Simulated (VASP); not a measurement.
# P (R-3m) in VASP: notebook

The runs below take P through single point, relaxation of cell and atoms, with PBE+D3(BJ), r2SCAN+D3(BJ).

Program: VASP 6.6.1. These are calculated values, not measurements. Logs are shortened: lines on timing, memory, paths and dates and some standing lists are left out, and cuts for length are marked.

## Step 1: The cell of the first run

It takes space group R-3m (No. 166, trigonal). Conventional cell: a = 3.431 Å, b = 3.431 Å, c = 8.723 Å, α = 90.00°, β = 90.00°, γ = 120.00°. P (site symmetry 3m) has 6 P at 2.30 to 2.63 Å within 3.0 Å.

## Step 2: Single point, PBE+D3(BJ)

File INCAR:

```
PREC = Accurate ; ENCUT = 520
EDIFF = 1E-6 ; ISMEAR = 0
SIGMA = 0.05 ; LREAL = False
LASPH = True ; NELM = 100
ALGO = Normal ; ISIF = 2
LWAVE = False ; LCHARG = False
GGA = PE ; IVDW = 12
NBANDS = 12
```

File KPOINTS:

```
Automatic mesh
0
Gamma
  8 8 8
```

File POSCAR:

```
P
1.0
    1.7153142820      0.9903371624      2.9075897877
   -1.7153142820      0.9903371624      2.9075897877
    0.0000000000     -1.9806743249      2.9075897878
P
2
Direct
    0.2340806337      0.2340806337      0.2340806337
    0.7659193663      0.7659193663      0.7659193663
```

Potentials or basis: VASP PAW PBE potentials, release 64 (P).

Started as:

```console
$ cat potpaw_PBE.64/P/POTCAR > POTCAR
$ mpirun -np 1 vasp_std > vasp.out
```

OUTCAR:

```text
PREC = Accurate
   ENCUT = 520
   EDIFF = 1E-6
   ISMEAR = 0
   LREAL = False
   LASPH = True
   NELM = 100
   ISIF = 2
   GGA = PE
   IVDW = 12
 IVDW          = 12

 ion  position               nearest neighbor table
   1  0.234  0.234  0.234-   2 2.30   2 2.30   2 2.30   2 2.63   2 2.63   2 2.63
   2  0.766  0.766  0.766-   1 2.30   1 2.30   1 2.30   1 2.63   1 2.63   1 2.63

  LATTYP: Found a trigonal (rhomboedric) cell.
 ALAT       =     3.5181172742
 COS(alpha) =     0.5245588384

  Lattice vectors:

 A1 = (   1.7153142820,   0.9903371624,   2.9075897877)
 A2 = (  -1.7153142820,   0.9903371624,   2.9075897877)
 A3 = (   0.0000000000,  -1.9806743249,   2.9075897878)

Analysis of symmetry for initial positions (statically):
=====================================================================
 Subroutine PRICEL returns:
 Original cell was already a primitive cell.

 Routine SETGRP: Setting up the symmetry group for a
 trigonal (rhombohedral) supercell.

 Subroutine GETGRP returns: Found 12 space group operations
 (whereof 12 operations were pure point group operations)
 out of a pool of 12 trial point group operations.

The static configuration has the point symmetry D_3d.

Analysis of symmetry for dynamics (positions and initial velocities):
=====================================================================
 Subroutine PRICEL returns:
 Original cell was already a primitive cell.

 Routine SETGRP: Setting up the symmetry group for a
 trigonal (rhombohedral) supercell.

 Subroutine GETGRP returns: Found 12 space group operations
 (whereof 12 operations were pure point group operations)
 out of a pool of 12 trial point group operations.

The dynamic configuration has the point symmetry D_3d.

 Subroutine INISYM returns: Found 12 space group operations
 (whereof 12 operations are pure point group operations),
 and found     1 'primitive' translations

----------------------------------------------------------------------------------------

                                     Primitive cell

  volume of cell :      29.6354

  direct lattice vectors                    reciprocal lattice vectors
     1.715314282  0.990337162  2.907589788     0.291491772  0.168292853  0.114642490
    -1.715314282  0.990337162  2.907589788    -0.291491772  0.168292853  0.114642490
     0.000000000 -1.980674325  2.907589788     0.000000000 -0.336585706  0.114642490

  length of vectors
     3.518117274  3.518117274  3.518117274     0.355573956  0.355573956  0.355573956

  position of ions in fractional coordinates (direct lattice)
[... 90 lines left out ...]
   NELECT =      10.0000    total number of electrons
   NUPDOWN=      -1.0000    fix difference up-down
   EMIN   =  10.00;   EMAX   =-10.00  energy-range for DOS
   EFERMI =   0.00;   METHOD = LEGACY
   ISMEAR =     0;   SIGMA  =   0.05  broadening in eV -4-tet -1-fermi 0-gaus
   EFERMI_NEDOS =   21; number of points for ismear=-14 and -15
   IALGO  =     38    algorithm
   IMIX   =      4    mixing-type and parameters
     AMIX     =   0.40;   BMIX     =  1.00
     AMIX_MAG =   1.60;   BMIX_MAG =  1.00
  volume/ion in A,a.u.               =      14.82        99.99
  Fermi-wavevector in a.u.,A,eV,Ry     =   1.139736  2.153790 17.673957  1.298999
  Thomas-Fermi vector in A             =   2.276440
   LORBIT       =      0    0 simple, 1 ext, 2 COOP (PROOUT), +10 PAW based schemes
   GGA     = PE    functional components
   LHFCALC =     F    Hartree Fock is set to
   AEXX    =    0.0000 exact exchange contribution
   IVDW    =    12    specifies the selected vdW correction
   LEPSILON=     F    determine dielectric tensor
   LRPA    =     F    only Hartree local field effects (RPA)
 non-spin polarized calculation
 Gauss-broadening in eV      SIGMA  =   0.05
  energy-cutoff  :      520.00
  volume of cell :       29.64
 maximum number of plane-waves:       812
 NGX is ok and might be reduce to    28
   NGX = 13   NGY = 13   NGZ = 13

 number of electron      10.0000000 magnetization

 Free energy of the ion-electron system (eV)
  ---------------------------------------------------
  ext. energy  EPLUGINS =         0.00000000
  ---------------------------------------------------
  free energy    TOTEN  =       -10.60951019 eV

  energy without entropy =      -10.60900959  energy(sigma->0) =      -10.60925989

 E-fermi :   9.9652     XC(G=0): -11.1671

 val. band max:        9.8651405020   @ k =   0.5000   0.3750   0.3750
 cond. band min:      10.0076036406   @ k =  -0.3750   0.1250   0.0000
 fundamental gap:      0.1424631386
 Fermi energy:         9.9651769433

 k-point     1 :       0.0000    0.0000    0.0000
  band No.  band energies     occupation
      1      -7.0327      2.00000
      2       7.1408      2.00000
      3       7.1408      2.00000
      4       7.1556      2.00000
      5       7.5588      2.00000
      6      12.2312      0.00000
      7      13.2610      0.00000
      8      13.2610      0.00000
      9      15.3397      0.00000
     10      15.3397      0.00000
     11      16.3809      0.00000
     12      16.6484      0.00000
[... 331 lines left out ...]
 k-point    24 :       0.3750    0.1250    0.1250
  band No.  band energies     occupation
      1      -5.4291      2.00000
      2       1.2440      2.00000
      3       4.8262      2.00000
      4       7.2618      2.00000
      5      10.0357      0.04622
      6      10.0978      0.00018
      7      11.1658      0.00000
      8      14.3854      0.00000
      9      15.6014      0.00000
     10      16.2173      0.00000
     11      19.2759      0.00000
     12      21.4975      0.00000

 [... further k-points ...]

------------------------ aborting loop because EDIFF is reached ----------------------------------------

 Edisp (eV)   -0.95407

 E8    (eV) :    -0.3610

  FORCE on cell =-STRESS in cart. coord.  units (eV):
  Direction    XX          YY          ZZ          XY          YZ          ZX
  --------------------------------------------------------------------------------------
  -------------------------------------------------------------------------------------
  Total      -0.10535    -0.10535    -0.00863     0.00000     0.00000     0.00000
  in kB      -5.69535    -5.69535    -0.46670     0.00000     0.00000     0.00000
  external pressure =       -3.95 kB  Pullay stress =        0.00 kB

 VOLUME and BASIS-vectors are now :
 -----------------------------------------------------------------------------
  energy-cutoff  :      520.00
  volume of cell :       29.64
      direct lattice vectors                 reciprocal lattice vectors
     1.715314282  0.990337162  2.907589788     0.291491772  0.168292853  0.114642490
    -1.715314282  0.990337162  2.907589788    -0.291491772  0.168292853  0.114642490
     0.000000000 -1.980674325  2.907589788     0.000000000 -0.336585706  0.114642490

 POSITION                                       TOTAL-FORCE (eV/Angst)
 -----------------------------------------------------------------------------------
      0.00000     -0.00000      2.04183         0.000000      0.000000     -0.071532
      0.00000     -0.00000      6.68094         0.000000     -0.000000      0.071532
 -----------------------------------------------------------------------------------
    total drift:                               -0.000000     -0.000000     -0.000000

  FREE ENERGIE OF THE ION-ELECTRON SYSTEM (eV)
  ---------------------------------------------------
  free  energy   TOTEN  =       -11.5635839961 eV

  energy  without entropy=      -11.5630833915  energy(sigma->0) =      -11.56333369
```

It took 9.5 s on 1 thread of Intel Xeon 6975P-C (Granite Rapids), shared host; peak memory 0.16 GiB.

Results:

- Free energy: -11.5636 eV
- Pressure: -0.4 GPa
- Largest force: 0.072 eV/Å
- Band gap on the k mesh: zero (bands 5 and 6 overlap by 1.35 eV)
- Dispersion energy per atom: -0.477 eV

Forces on the atoms (eV/Å):
```
P    0.000  0.000 -0.072
P    0.000  0.000  0.072
```

## Step 3: Relaxation of cell and atoms, PBE+D3(BJ)

This run uses another cell than the first one, of 16.14 Å³/atom.

File INCAR:

```
PREC = Accurate
ENCUT = 600
EDIFF = 1E-6
ISMEAR = 0
SIGMA = 0.05
LREAL = False
LASPH = True
NELM = 100
ALGO = Normal
ISIF = 3
LWAVE = False
LCHARG = False
GGA = PE
IVDW = 12
IBRION = 2
NSW = 80
EDIFFG = -0.03
```

KPOINTS is that of step 2.

File POSCAR:

```
P
1.0
    1.7257251780      0.9963478961      3.1296800121
   -1.7257251780      0.9963478961      3.1296800121
    0.0000000000     -1.9926957921      3.1296800121
P
2
Direct
    0.2270802500      0.2270802500      0.2270802500
    0.7729197500      0.7729197500      0.7729197500
```

Potentials or basis: VASP PAW PBE potentials, release 64 (P).

Started as:

```console
$ cat potpaw_PBE.64/P/POTCAR > POTCAR
$ mpirun -np 1 vasp_std > vasp.out
```

Run time: 65 s. Hardware: 1 thread of Intel Xeon 6975P-C (Granite Rapids), shared host; peak memory 0.18 GiB.

It converged, with:

```
Free energy                           : -11.5646 eV
Relaxed volume                        : 14.87 Å³/atom
Relaxed cell                          : a = 3.555 Å, b = 3.555 Å, c = 3.555 Å, α = 57.22°, β = 57.22°, γ = 57.22°
Space group after relaxing (to 0.1 Å) : R-3m (No. 166)
Energy gained by relaxing             : 18.9 meV/atom
Ionic steps                           : 12
Pressure after relaxing               : -0.1 GPa
Largest force after relaxing          : 0.009 eV/Å
Band gap on the k mesh                : zero (bands 5 and 6 overlap by 1.13 eV)
Dispersion energy per atom            : -0.475 eV
```

Forces on the atoms (eV/Å):
```
P    0.000  0.000  0.009
P    0.000  0.000 -0.009
```

Step by step:
```csv
step,energy change (eV),largest force (eV/Å),pressure (GPa),volume (Å³)
1,0.0000,0.1162,-2.69,32.29
2,-0.0135,0.3554,-0.11,31.04
3,-0.0148,0.4404,0.71,30.63
4,-0.0255,0.3177,0.97,30.17
5,-0.0339,0.1311,1.77,29.40
6,-0.0372,0.0118,-0.56,29.93
7,-0.0373,0.0127,-0.17,29.84
8,-0.0373,0.0104,-0.18,29.85
9,-0.0376,0.0198,-0.14,29.81
10,-0.0378,0.0322,-0.05,29.77
11,-0.0378,0.0359,-0.02,29.75
12,-0.0379,0.0090,-0.06,29.73
```

Final structure:
```
CELL_PARAMETERS angstrom
1.70231 0.98283 2.96200
-1.70231 0.98283 2.96200
0.00000 -1.96566 2.96200
ATOMIC_POSITIONS crystal
P 0.23337 0.23337 0.23337
P 0.76663 0.76663 0.76663
```

Levels at points of the mesh, in eV from the Fermi level:
| k point | band 1 | band 2 | band 3 | band 4 | band 5 | band 6 | band 7 | band 8 | band 9 |
| --- | --- | --- | --- | --- | --- | --- | --- | --- | --- |
| (0.00, 0.00, 0.00) | -17.05 | -3.13 | -2.78 | -2.78 | -2.61 | 2.10 | 3.21 | 3.21 | 5.44 |
| (0.50, 0.00, 0.00) | -13.23 | -12.40 | -3.39 | -3.04 | -1.10 | -0.19 | 0.28 | 0.66 | 9.82 |
| (0.50, 0.50, 0.00) | -12.91 | -9.90 | -7.35 | -5.82 | -5.65 | 0.09 | 6.95 | 7.77 | 8.94 |
| (0.50, 0.50, 0.50) | -14.34 | -11.76 | -2.60 | -2.60 | -0.62 | -0.62 | 0.56 | 2.21 | 9.70 |

[end of part 1 of 2]
